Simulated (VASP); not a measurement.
# NiO in VASP: further runs

NiO is run at these levels: PBE+U; tasks: single point, relaxation of shape and atoms at fixed volume.

Program: VASP 6.6.1. These are calculated values, not measurements. Logs are shortened: lines on timing, memory, paths and dates and some standing lists are left out, and cuts for length are marked.

## 1. The cell of the first run

Symmetry: Fm-3m, No. 225, cubic system. Conventional cell: a = 4.268 Å, b = 4.268 Å, c = 4.268 Å, α = 90.00°, β = 90.00°, γ = 90.00°. Within 2.8 Å of Ni (site symmetry m-3m) lie 6 O at 2.13 Å. Within 2.8 Å of O (site symmetry m-3m) lie 6 Ni at 2.13 Å.

## 2. Single point, PBE+U, collinear spin, ferromagnetic start

Input file INCAR:

```
SYSTEM = NiO
PREC = Accurate
ENCUT = 600
EDIFF = 1E-6
ISMEAR = 0
SIGMA = 0.05
LREAL = .False.
LASPH = .True.
NELM = 200
ALGO = Normal
ISIF = 2
LWAVE = .False.
LCHARG = .False.
ISPIN = 2
MAGMOM = 1.91 0.21
LORBIT = 11
LMAXMIX = 4
LDAU = .True.
LDAUTYPE = 2
LDAUL = 2 -1
LDAUU = 6.2 0
LDAUJ = 0 0
LDAUPRINT = 1
GGA = PE
NBANDS = 23
GGA_COMPAT = .False.
```

Input file KPOINTS:

```
regular mesh
0
Gamma
  10 10 10
  0 0 0
```

Input file POSCAR:

```
NiO
1.0
    0.0000000000      2.1338354365      2.1338354365
    2.1338354365      0.0000000000      2.1338354365
    2.1338354365      2.1338354365      0.0000000000
Ni O
1 1
Direct
    0.0000000000      0.0000000000      0.0000000000
    0.5000000000      0.5000000000      0.5000000000
```

Potentials or basis: VASP PAW PBE potentials, release 64 (Ni_sv_GW, O).

Command:

```bash
> cat potpaw_PBE.64/Ni_sv_GW/POTCAR potpaw_PBE.64/O/POTCAR > POTCAR
> mpirun -np 1 vasp_std > vasp.out
```

OUTCAR:

```text
SYSTEM = NiO
   PREC = Accurate
   ENCUT = 600
   EDIFF = 1E-6
   ISMEAR = 0
   LREAL = .False.
   LASPH = .True.
   NELM = 200
   ISIF = 2
   ISPIN = 2
   LORBIT = 11
   GGA = PE

 ion  position               nearest neighbor table
   1  0.000  0.000  0.000-   2 2.13   2 2.13   2 2.13   2 2.13   2 2.13   2 2.13
   2  0.500  0.500  0.500-   1 2.13   1 2.13   1 2.13   1 2.13   1 2.13   1 2.13

  LATTYP: Found a face centered cubic cell.
 ALAT       =     4.2676708730

  Lattice vectors:

 A1 = (   0.0000000000,   2.1338354365,   2.1338354365)
 A2 = (   2.1338354365,   0.0000000000,   2.1338354365)
 A3 = (   2.1338354365,   2.1338354365,   0.0000000000)

Analysis of symmetry for initial positions (statically):
=====================================================================
 Subroutine PRICEL returns:
 Original cell was already a primitive cell.

 Routine SETGRP: Setting up the symmetry group for a
 face centered cubic supercell.

 Subroutine GETGRP returns: Found 48 space group operations
 (whereof 48 operations were pure point group operations)
 out of a pool of 48 trial point group operations.

The static configuration has the point symmetry O_h .

Analysis of symmetry for dynamics (positions and initial velocities):
=====================================================================
 Subroutine PRICEL returns:
 Original cell was already a primitive cell.

 Routine SETGRP: Setting up the symmetry group for a
 face centered cubic supercell.

 Subroutine GETGRP returns: Found 48 space group operations
 (whereof 48 operations were pure point group operations)
 out of a pool of 48 trial point group operations.

The dynamic configuration has the point symmetry O_h .

Analysis of structural, dynamic, and magnetic symmetry:
=====================================================================
 Subroutine PRICEL returns:
 Original cell was already a primitive cell.

 Routine SETGRP: Setting up the symmetry group for a
 face centered cubic supercell.

 Subroutine GETGRP returns: Found 48 space group operations
 (whereof 48 operations were pure point group operations)
 out of a pool of 48 trial point group operations.

The overall configuration has the point symmetry O_h .

 Subroutine INISYM returns: Found 48 space group operations
 (whereof 48 operations are pure point group operations),
 and found     1 'primitive' translations

----------------------------------------------------------------------------------------

                                     Primitive cell

  volume of cell :      19.4318

  direct lattice vectors                    reciprocal lattice vectors
     0.000000000  2.133835437  2.133835437    -0.234319850  0.234319850  0.234319850
     2.133835437  0.000000000  2.133835437     0.234319850 -0.234319850  0.234319850
     2.133835437  2.133835437  0.000000000     0.234319850  0.234319850 -0.234319850

  length of vectors
     3.017699014  3.017699014  3.017699014     0.405853886  0.405853886  0.405853886

  position of ions in fractional coordinates (direct lattice)
     0.000000000  0.000000000  0.000000000
     0.500000000  0.500000000  0.500000000

  ion indices of the primitive-cell ions
   primitive index   ion index
                 1           1
                 2           2

----------------------------------------------------------------------------------------

 KPOINTS: regular mesh

Automatic generation of k-mesh.
 Grid dimensions read from file:
[... 60 lines left out ...]
   LNONCOLLINEAR =      F non collinear calculations
   LSORBIT =      F    spin-orbit coupling
   LASPH  =      T    aspherical Exc in radial PAW
   ENCUT  =  600.0 eV  44.10 Ry    6.64 a.u.   6.03  6.03  6.03*2*pi/ulx,y,z
   NELM   =    200;   NELMIN=  2; NELMDL= -5     # of ELM steps
   EDIFF  = 0.1E-05   stopping-criterion for ELM
   LREAL  =      F    real-space projection
   EDIFFG = 0.1E-04   stopping-criterion for IOM
   NSW    =      0    number of steps for IOM
   IBRION =     -1    ionic relax: 0-MD 1-quasi-New 2-CG
   NFREE  =      0    steps in history (QN), initial steepest desc. (CG)
   ISIF   =      2    stress and relaxation
   ISYM   =      2    0-nonsym 1-usesym 2-fastsym
   POTIM  = 0.5000    time-step for ionic-motion
   TEBEG  =    0.0;   TEEND  =   0.0 temperature during run
   PSTRESS=    0.0 pullay stress
   NELECT =      24.0000    total number of electrons
   NUPDOWN=      -1.0000    fix difference up-down
   EMIN   =  10.00;   EMAX   =-10.00  energy-range for DOS
   EFERMI =   0.00;   METHOD = LEGACY
   ISMEAR =     0;   SIGMA  =   0.05  broadening in eV -4-tet -1-fermi 0-gaus
   EFERMI_NEDOS =   21; number of points for ismear=-14 and -15
   IALGO  =     38    algorithm
   IMIX   =      4    mixing-type and parameters
     AMIX     =   0.40;   BMIX     =  1.00
     AMIX_MAG =   1.60;   BMIX_MAG =  1.00
  volume/ion in A,a.u.               =       9.72        65.57
  Fermi-wavevector in a.u.,A,eV,Ry     =   1.756471  3.319249 41.976565  3.085190
  Thomas-Fermi vector in A             =   2.826015
   LORBIT       =     11    0 simple, 1 ext, 2 COOP (PROOUT), +10 PAW based schemes
 LDA+U is selected, type is set to LDAUTYPE =  2
   angular momentum for each species LDAUL =     2   -1
   U (eV)           for each species LDAUU =   6.2  0.0
   J (eV)           for each species LDAUJ =   0.0  0.0
   GGA     = PE    functional components
   LHFCALC =     F    Hartree Fock is set to
   AEXX    =    0.0000 exact exchange contribution
   IVDW    =     0    specifies the selected vdW correction
   LEPSILON=     F    determine dielectric tensor
   LRPA    =     F    only Hartree local field effects (RPA)
 spin polarized calculation
 Gauss-broadening in eV      SIGMA  =   0.05
  energy-cutoff  :      600.00
  volume of cell :       19.43
 maximum number of plane-waves:       662
   NGX = 13   NGY = 13   NGZ = 13

atom =   1  type =  1  l = 2

 onsite density matrix

spin component  1

  0.9391 -0.0000 -0.0000  0.0000 -0.0000
 -0.0000  0.9391 -0.0000  0.0000 -0.0000
 -0.0000 -0.0000  0.9672  0.0000 -0.0000
  0.0000  0.0000  0.0000  0.9391  0.0000
 -0.0000 -0.0000 -0.0000  0.0000  0.9672

spin component  2

  0.9321 -0.0000  0.0000  0.0000  0.0000
 -0.0000  0.9321 -0.0000  0.0000  0.0000
  0.0000 -0.0000  0.0887 -0.0000 -0.0000
  0.0000  0.0000 -0.0000  0.9321 -0.0000
  0.0000  0.0000 -0.0000 -0.0000  0.0887

 occupancies and eigenvectors

  o =  0.0887  v =  0.0000  0.0000  0.0000  0.0000  0.0000  0.0000  0.0000  0.9966  0.0000 -0.0828      0.0000  0.0000  0.0000  0.0000  0.0000  0.0000  0.0000  0.0000  0.0000  0.0000
  o =  0.0887  v =  0.0000  0.0000  0.0000  0.0000  0.0000  0.0000  0.0000  0.0828  0.0000  0.9966      0.0000  0.0000  0.0000  0.0000  0.0000  0.0000  0.0000  0.0000  0.0000  0.0000
  o =  0.9321  v =  0.0000  0.0000  0.0000  0.0000  0.0000  0.0000 -0.9994 -0.0000 -0.0351 -0.0000      0.0000  0.0000  0.0000  0.0000  0.0000  0.0000  0.0000  0.0000  0.0000  0.0000
  o =  0.9321  v =  0.0000  0.0000  0.0000  0.0000  0.0000  0.0000  0.0351  0.0000 -0.9994  0.0000      0.0000  0.0000  0.0000  0.0000  0.0000  0.0000  0.0000  0.0000  0.0000  0.0000
  o =  0.9321  v =  0.0000  0.0000  0.0000  0.0000  0.0000  1.0000  0.0000  0.0000  0.0000  0.0000      0.0000  0.0000  0.0000  0.0000  0.0000  0.0000  0.0000  0.0000  0.0000  0.0000
  o =  0.9391  v =  0.0000  0.9601  0.0000 -0.2796  0.0000  0.0000  0.0000  0.0000  0.0000  0.0000      0.0000  0.0000  0.0000  0.0000  0.0000  0.0000  0.0000  0.0000  0.0000  0.0000
  o =  0.9391  v =  1.0000  0.0000  0.0000  0.0000  0.0000  0.0000  0.0000  0.0000  0.0000  0.0000      0.0000  0.0000  0.0000  0.0000  0.0000  0.0000  0.0000  0.0000  0.0000  0.0000
  o =  0.9391  v =  0.0000 -0.2796 -0.0000 -0.9601  0.0000  0.0000  0.0000  0.0000  0.0000  0.0000      0.0000  0.0000  0.0000  0.0000  0.0000  0.0000  0.0000  0.0000  0.0000  0.0000
  o =  0.9672  v =  0.0000 -0.0000  0.1939  0.0000  0.9810  0.0000  0.0000  0.0000  0.0000  0.0000      0.0000  0.0000  0.0000  0.0000  0.0000  0.0000  0.0000  0.0000  0.0000  0.0000
  o =  0.9672  v =  0.0000  0.0000 -0.9810  0.0000  0.1939  0.0000  0.0000  0.0000  0.0000  0.0000      0.0000  0.0000  0.0000  0.0000  0.0000  0.0000  0.0000  0.0000  0.0000  0.0000

 number of electron      23.9999986 magnetization       2.0000202

 Free energy of the ion-electron system (eV)
  ---------------------------------------------------
  ext. energy  EPLUGINS =         0.00000000
  ---------------------------------------------------
  free energy    TOTEN  =       -10.25363285 eV

  energy without entropy =      -10.25363285  energy(sigma->0) =      -10.25363285

 E-fermi :   5.8227     XC(G=0): -12.6173

 val. band max:        5.4268432423   @ k =   0.5000   0.0000   0.0000
 cond. band min:       7.4264849392   @ k =   0.0000   0.0000   0.0000
 fundamental gap:      1.9996416969
 Fermi energy:         5.8227103600

 spin component 1

 k-point     1 :       0.0000    0.0000    0.0000
  band No.  band energies     occupation
      1     -98.5808      1.00000
      2     -58.9630      1.00000
      3     -58.9630      1.00000
      4     -58.9630      1.00000
      5     -13.1809      1.00000
      6      -0.1169      1.00000
[... 1241 lines left out ...]
     22      37.6045      0.00000
     23      37.6197      0.00000

 [... further k-points ...]
[... 5 lines left out ...]
  --------------------------------------------------------------------------------------
  -------------------------------------------------------------------------------------
  Total       -0.4488088     -0.4488088     -0.4488088      0.0000000      0.0000000     -0.0000000
  in kB      -37.0048991    -37.0048991    -37.0048991      0.0000000      0.0000000     -0.0000000
  external PRESSURE =     -37.0048991 kB  Pullay stress =       0.0000000 kB

 VOLUME and BASIS-vectors are now :
 -----------------------------------------------------------------------------
  energy-cutoff  :      600.00
  volume of cell :       19.43
      direct lattice vectors                 reciprocal lattice vectors
     0.000000000  2.133835437  2.133835437    -0.234319850  0.234319850  0.234319850
     2.133835437  0.000000000  2.133835437     0.234319850 -0.234319850  0.234319850
     2.133835437  2.133835437  0.000000000     0.234319850  0.234319850 -0.234319850

 POSITION                                       TOTAL-FORCE (eV/Angst)
 -----------------------------------------------------------------------------------
      0.00000      0.00000      0.00000         0.000000     -0.000000     -0.000000
      2.13384      2.13384      2.13384        -0.000000      0.000000      0.000000
 -----------------------------------------------------------------------------------
    total drift:                                0.000000     -0.000000     -0.000000

  FREE ENERGIE OF THE ION-ELECTRON SYSTEM (eV)
  ---------------------------------------------------
  free  energy   TOTEN  =       -10.2536328513 eV

  energy  without entropy=      -10.2536328513  energy(sigma->0) =      -10.25363285

 total charge

# of ion       s       p       d       f       tot
--------------------------------------------------
    1        2.156   6.211   7.700   0.008  16.076
    2        1.545   3.464   0.000   0.000   5.009
--------------------------------------------------
tot          3.701   9.675   7.700   0.008  21.085

 magnetization (x)

# of ion       s       p       d       f       tot
--------------------------------------------------
    1        0.010   0.011   1.775   0.001   1.797
    2        0.020   0.143   0.000   0.000   0.164
--------------------------------------------------
tot          0.030   0.155   1.775   0.001   1.961
```

It took 32 s on 1 thread of Intel Xeon Platinum 8488C (Sapphire Rapids), shared host; peak memory 0.19 GiB.

Results:

| Quantity | Value |
| --- | --- |
| Free energy | -10.2536 eV |
| Pressure | -3.7 GPa |
| Band gap on the k mesh | 2.00 eV, indirect (least direct gap 3.16 eV) |
| Net moment | 2.00 μB per cell |
| Site moments | Ni +1.80; O +0.16 μB |
| Valence electrons inside the program's atomic spheres | Ni 16.08; O 5.01 |

Eigenvalues of the final occupation matrices:
```csv
site,spin,trace,eigenvalues
site 1 d,1,4.75,0.94 0.94 0.94 0.97 0.97
site 1 d,2,2.97,0.09 0.09 0.93 0.93 0.93
```

Caveat: a cell with one magnetic atom can't hold antiferromagnetic order, which such compounds often take.

## 3. Single point, PBE+U, collinear spin, ferromagnetic start

Input file INCAR:

```
SYSTEM = NiO
PREC = Accurate ; ENCUT = 600
EDIFF = 1E-6 ; ISMEAR = 0
SIGMA = 0.05 ; LREAL = .FALSE.
LASPH = .TRUE. ; NELM = 200
ALGO = Normal ; ISIF = 2
LWAVE = .FALSE. ; LCHARG = .FALSE.
ISPIN = 2 ; MAGMOM = 0.5 0
LORBIT = 11 ; LMAXMIX = 4
LDAU = .TRUE. ; LDAUTYPE = 2
LDAUL = 2 -1 ; LDAUU = 6.2 0
LDAUJ = 0 0 ; LDAUPRINT = 1
GGA = PE ; NBANDS = 23
GGA_COMPAT = .FALSE.
```

Input file KPOINTS:

```
Automatic mesh
0
G
  10 10 10
  0 0 0
```

POSCAR is that of step 2.

Potentials or basis: VASP PAW PBE potentials, release 64 (Ni_sv_GW, O).

Command:

```bash
> cat potpaw_PBE.64/Ni_sv_GW/POTCAR potpaw_PBE.64/O/POTCAR > POTCAR
> mpirun -np 1 vasp_std > vasp.out
```

Wall time 53 s (1 thread of Intel Xeon Platinum 8488C (Sapphire Rapids), shared host); peak memory 0.19 GiB.

It converged, with:

| Quantity | Value |
| --- | --- |
| Free energy | -10.2536 eV |
| Pressure | -3.6 GPa |
| Band gap on the k mesh | 2.00 eV, indirect (least direct gap 3.16 eV) |
| Net moment | 2.00 μB per cell |
| Site moments | Ni +1.80; O +0.16 μB |
| Valence electrons inside the program's atomic spheres | Ni 16.08; O 5.01 |

Levels at points of the mesh, in eV from the valence-band top:
Spin up:
| k point | band 11 | band 12 | band 13 | band 14 | band 15 | band 16 |
| --- | --- | --- | --- | --- | --- | --- |
| (0.00, 0.00, 0.00) | -1.48 | -1.48 | -1.48 | 2.00 | 18.27 | 18.49 |
| (0.50, 0.00, 0.00) | -2.93 | 0.00 | 0.00 | 6.20 | 10.29 | 14.23 |
| (0.50, 0.50, 0.00) | -3.78 | -2.77 | -2.77 | 6.30 | 11.16 | 11.95 |
Spin down:
```csv
k point,band 7,band 8,band 9,band 10,band 11,band 12,band 13,band 14,band 15,band 16
"(0.00, 0.00, 0.00)",-3.46,-3.46,-1.17,-1.17,-1.17,2.34,2.84,2.84,18.21,18.71
"(0.50, 0.00, 0.00)",-3.64,-3.64,-1.98,-1.87,-1.87,5.02,5.02,6.38,10.75,14.58
"(0.50, 0.50, 0.00)",-4.11,-2.66,-2.66,-2.48,-2.48,3.31,3.66,6.91,11.43,12.21
```

Eigenvalues of the final occupation matrices:
```tsv
site	spin	trace	eigenvalues
site 1 d	1	4.75	0.94 0.94 0.94 0.97 0.97
site 1 d	2	2.97	0.09 0.09 0.93 0.93 0.93
```

Caveat: a cell with one magnetic atom can't hold antiferromagnetic order, which such compounds often take. A k mesh can miss the band edges.

## 4. Relaxation of shape and atoms at fixed volume, PBE+U, collinear spin, antiferromagnetic start (volume scaled by 0.980)

Input file INCAR:

```
ALGO = Normal
EDIFF = 1E-7
EDIFFG = -0.01
ENCUT = 600
GGA = PE
IBRION = 2
ISIF = 4
ISMEAR = 0
ISPIN = 2
LASPH = T
LCHARG = F
LDAU = T
LDAUJ = 0 0
LDAUL = 2 -1
LDAUPRINT = 1
LDAUTYPE = 2
LDAUU = 6.2 0
LMAXMIX = 4
LORBIT = 11
LREAL = F
LWAVE = F
MAGMOM = 1.85 -1.85 0 0
NELM = 150
NSW = 60
PREC = Accurate
SIGMA = 0.05
```

Input file KPOINTS:

```
k-points
0
Gamma
  10 10 5
```

Input file POSCAR:

```
NiO
1.0
    0.0000000000      2.1118974721      2.1118974721
    2.1118974721      0.0000000000      2.1118974721
    4.2208263239      4.2208263239      0.0029686203
Ni O
2 2
Direct
    0.0000000000      0.0000000000      0.0000000000
    0.0000000000      0.0000000000      0.5000000000
    0.5000000045      0.5000000045      0.2499999932
    0.4999999955      0.4999999955      0.7500000068
```

Potentials or basis: VASP PAW PBE potentials, release 64 (Ni, O).

Command:

```bash
> cat potpaw_PBE.64/Ni/POTCAR potpaw_PBE.64/O/POTCAR > POTCAR
> mpirun -np 1 vasp_std > vasp.out
```

It took 3.5 min on 1 thread of Oxide Virtual Turin-like, shared host; peak memory 0.21 GiB.

The run converged. Its results:

* Free energy: -20.4684 eV
* Pressure after relaxing: -5.1 GPa
* Band gap on the k mesh: 3.22 eV
* Net moment: 0.00 μB per cell
* Site moments: Ni +1.75, -1.75; O +0.00 μB
* Valence electrons inside the program's atomic spheres: Ni 8.95; O 5.00

Final structure:
```yaml
crystal:
  lattice:
    - [0.00000, 2.11190, 2.11190]
    - [2.11190, 0.00000, 2.11190]
    - [4.22083, 4.22083, 0.00297]
  atoms:
    - { symbol: Ni, position: [0.00000, 0.00000, 0.00000] }
    - { symbol: Ni, position: [0.00000, 0.00000, 0.50000] }
    - { symbol: O, position: [0.50000, 0.50000, 0.25000] }
    - { symbol: O, position: [0.50000, 0.50000, 0.75000] }
```

Levels at points of the mesh, in eV from the valence-band top:
Spin up:
| k point | band 12 | band 13 | band 14 | band 15 | band 16 | band 17 | band 18 | band 19 | band 20 |
| --- | --- | --- | --- | --- | --- | --- | --- | --- | --- |
| (0.00, 0.00, 0.00) | -0.68 | -0.68 | -0.68 | -0.68 | -0.67 | 3.22 | 4.32 | 4.32 | 7.27 |
| (0.50, 0.00, 0.00) | -2.01 | -2.00 | -1.96 | -0.60 | -0.49 | 4.49 | 4.64 | 7.27 | 7.69 |
Spin down:
| k point | band 14 | band 15 | band 16 | band 17 | band 18 | band 19 |
| --- | --- | --- | --- | --- | --- | --- |
| (0.00, 0.00, 0.00) | -0.68 | -0.68 | -0.67 | 3.22 | 4.32 | 4.32 |
| (0.50, 0.00, 0.00) | -1.96 | -0.60 | -0.49 | 4.49 | 4.64 | 7.27 |

Eigenvalues of the final occupation matrices:
```
    site  spin  trace               eigenvalues
site 1 d     1   5.00  0.98 0.98 0.98 1.03 1.03
site 1 d     2   3.24  0.15 0.15 0.98 0.98 0.98
site 2 d     1   3.24  0.15 0.15 0.98 0.98 0.98
site 2 d     2   5.00  0.98 0.98 0.98 1.03 1.03
```

Caveat: the relaxation stopped at its first step, so nothing moved. A k mesh can miss the band edges.

(Continued in part 2 of 3.)
